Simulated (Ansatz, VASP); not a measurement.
Two plane-wave programs on Ru

```xyz
7
Lattice="2.6895 0.0000 0.0000 -1.3448 2.3292 0.0000 0.0000 0.0000 27.7558" Properties=species:S:1:pos:R:3 pbc="T T T"
Ru    0.0000    1.5528    7.5000
Ru    1.3448    0.7764    9.6260
Ru    0.0000    1.5528   11.7519
Ru    1.3448    0.7764   13.8779
Ru    0.0000    1.5528   16.0038
Ru    1.3448    0.7764   18.1298
Ru    0.0000    1.5528   20.2558
```

Alike in both runs: task single point; functional PBEsol; k mesh 15 × 15 × 1; occupations gaussian, width 0.1 eV; no spin polarisation.

|  | VASP | Ansatz |
| --- | --- | --- |
| version | VASP 6.6.1 | Ansatz 0.2.0 |
| potentials or method | VASP PAW PBE potentials, release 64 (Ru_pv), cutoff 520 eV | scalar-relativistic, plane waves, PAW |
| valence electrons in the cell | 98 | 112 |

Ansatz gave:

| Property | Result |
| --- | --- |
| gap on the k mesh at the Fermi level (eV) | none |
| rms of the force components (eV/Å) | 0.346 |
| work function, face that differs most (eV) | 5.23 |

Task: Which values does VASP return?

Result: gap on the k mesh at the Fermi level (eV): none; rms of the force components (eV/Å): 0.344; work function, face that differs most (eV): 5.22.

VASP's potentials were made for PBE, not for PBEsol. Atom by atom the forces differ by 0.002 eV/Å (rms over components). A gap of «none» marks a metal or a gap that the smearing closes. The functional is the same, so the differences come from potentials, cutoffs and numerics. VASP's potentials hold 98 valence electrons a cell and Ansatz's 112, so a difference there can come from the potentials and not from the codes. Ansatz's warnings: xc potential rough in thin density.
